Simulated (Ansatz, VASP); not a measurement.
ReBi in VASP and in Ansatz

Contents of INCAR:

```
SYSTEM = ReBi
PREC = Accurate
ENCUT = 520
EDIFF = 1E-7
ISMEAR = -1
SIGMA = 0.01
LREAL = .False.
LASPH = .True.
NELM = 100
ALGO = Normal
ISIF = 2
LWAVE = .False.
LCHARG = .False.
GGA = RP
NBANDS = 30
```

Contents of KPOINTS:

```
Automatic mesh
0
Gamma
  10 10 6
  0 0 0
```

POSCAR

```
ReBi
1.0
    4.5612436357      0.0000000000      0.0000000000
   -2.2806218178      3.9501528614      0.0000000000
    0.0000000000      0.0000000000      5.0534271638
Re Bi
2 2
Direct
    0.0000000000      0.0000000000      0.0000000000
    0.0000000000      0.0000000000      0.5000000000
    0.3333333333      0.6666666667      0.2500000000
    0.6666666667      0.3333333333      0.7500000000
```

Input for Ansatz:

```yaml
crystal:
  lattice:
    - [4.561243635719, -2.886737976277e-11, 0.0]
    - [-2.280621817835, 3.950152861398, 0.0]
    - [0.0, 0.0, 5.0534271638]
  atoms:
    - { symbol: Re, position: [0.0, 0.0, 0.0] }
    - { symbol: Re, position: [0.0, 0.0, 0.5] }
    - { symbol: Bi, position: [0.3333333333333, 0.6666666666667, 0.25] }
    - { symbol: Bi, position: [0.6666666666667, 0.3333333333333, 0.75] }
basis:
  ecutwfc: 420
  ecutrho_ratio: 4
kpoints:
  mp_grid: { grid: [10, 10, 6] }
hamiltonian:
  xc: rpbe
scf:
  occupations: { method: fermi_dirac, width: 0.01 }
output:
  forces: true
  stress: true
```

Alike in both runs: task single point; functional RPBE; k mesh 10 × 10 × 6; occupations fermi-dirac, width 0.01 eV; no spin polarisation.

```csv
,VASP,Ansatz
version,VASP 6.6.1,Ansatz 0.2.0
potentials or method,"VASP PAW PBE potentials, release 64 (Re, Bi_d), cutoff 520 eV","scalar-relativistic, plane waves, PAW"
valence electrons in the cell,44,60
```

```csv
,VASP,Ansatz,Ansatz less VASP
pressure (GPa),2.0,2.2,+0.21
"traceless stress, the component that is largest in VASP (GPa)",0.00,0.23,+0.236
```

VASP's potentials were made for PBE, not for RPBE. With one functional, cell and mesh, what is left measures potentials, basis and numerics. VASP's potentials hold 44 valence electrons a cell and Ansatz's 60, so a difference there can come from the potentials and not from the codes.

Spin-orbit coupling is off throughout.
